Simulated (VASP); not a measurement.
Crystal: Au.

```
Au
1.0
     0.00000    2.03500    2.03500
     2.03500    0.00000    2.03500
     2.03500    2.03500    0.00000
Au
1
Direct
  0.00000 0.00000 0.00000
```

- Program: VASP 6.6.1
- Task: relaxation of cell and atoms
- Functional: BLYP
- Potentials or basis: VASP PAW PBE potentials, release 64 (Au)
- Cutoff: 600 eV
- k mesh: 11 × 11 × 11
- Occupations: fermi-dirac, width 0.05 eV
- Spin: no spin polarisation

At the start: pressure 23.5 GPa; volume 16.85 Å³/atom.

Question: How do energy, volume and symmetry change on relaxing?

Answer: Over 19 steps the energy falls by 163.1 meV/atom and the volume is 19.48 Å³/atom (+15.5 %); space group Fm-3m (No. 225, to 0.05 Å).

Step by step:
```tsv
step	energy change (eV)	largest force (eV/Å)	pressure (GPa)	volume (Å³)
1	0.0000	0.0000	23.47	16.85
2	0.0167	0.0000	-10.99	23.62
3	-0.1629	0.0000	-0.60	19.61
4	-0.1631	0.0000	-0.20	19.52
5	-0.1631	0.0000	0.11	19.47
6	-0.1631	0.0000	0.11	19.47
7	-0.1631	0.0000	0.12	19.47
8	-0.1631	0.0000	0.11	19.47
9	-0.1631	0.0000	0.11	19.47
10	-0.1631	0.0000	0.11	19.47
11	-0.1631	0.0000	0.11	19.47
12	-0.1631	0.0000	0.11	19.47
13	-0.1631	0.0000	0.11	19.47
14	-0.1631	0.0000	0.11	19.47
15	-0.1631	0.0000	0.11	19.47
16	-0.1631	0.0000	0.11	19.47
17	-0.1631	0.0000	0.12	19.47
18	-0.1631	0.0000	0.08	19.47
19	-0.1631	0.0000	0.06	19.48
```

Final structure:
```
Au
1.0
     0.00000    2.13543    2.13543
     2.13543    0.00000    2.13543
     2.13543    2.13543    0.00000
Au
1
Cartesian
  0.0000 0.0000 0.0000
```

Caveat: the volume moved by over 15 % at a fixed basis, so the end points are rough; the PAW data sets were made with another functional, which shifts forces and pressure a little; the volume moved by +16 % from the deposited cell, more than functionals usually miss.
